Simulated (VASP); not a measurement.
**Nb: single point with PBE**

System: Nb, a slab with vacuum.

```xyz
4
Lattice="3.3112 0.0000 0.0000 0.0000 3.3112 0.0000 0.0000 0.0000 20.9668" Properties=species:S:1:pos:R:3 pbc="T T T"
Nb    0.8278    0.8278    8.1542
Nb    2.4834    2.4834    9.6553
Nb    0.8278    0.8278   11.3115
Nb    2.4834    2.4834   12.8126
```

```json
{"Program": "VASP 6.6.1", "Task": "single point", "Functional": "PBE", "Potentials or basis": "VASP PAW PBE potentials, release 64 (Nb_sv)", "Cutoff": "520 eV", "k mesh": "10 × 10 × 1", "Occupations": "fermi-dirac, width 0.05 eV", "Spin": "no spin polarisation", "Dipole correction": "no", "Further INCAR settings": "ALGO = Normal; EDIFF = 1e-06; NBANDS = 34"}
```

```
Largest force          : 0.017 eV/Å
Band gap on the k mesh : zero (bands 26 and 27 overlap by 0.33 eV)
```

Forces on the atoms (eV/Å):
```
Nb   0.000  0.000  0.017
Nb   0.000  0.000  0.003
Nb   0.000  0.000 -0.003
Nb   0.000  0.000 -0.017
```

Levels at points of the mesh, in eV from the Fermi level:
| k point | band 23 | band 24 | band 25 | band 26 | band 27 | band 28 | band 29 | band 30 |
| --- | --- | --- | --- | --- | --- | --- | --- | --- |
| (0.00, 0.00, 0.00) | -0.02 | 0.05 | 0.06 | 0.18 | 0.18 | 0.22 | 0.35 | 0.35 |
| (0.50, 0.00, 0.00) | -1.37 | -1.37 | -0.14 | -0.14 | 0.11 | 0.11 | 1.41 | 1.41 |
| (0.50, 0.50, 0.00) | -1.47 | -1.47 | -0.50 | -0.50 | 1.84 | 1.84 | 2.13 | 2.13 |

It took 5.1 min on 1 thread of Intel(R) Xeon(R) 6975P-C (Granite Rapids), on a shared host, peak memory 0.4 GiB.
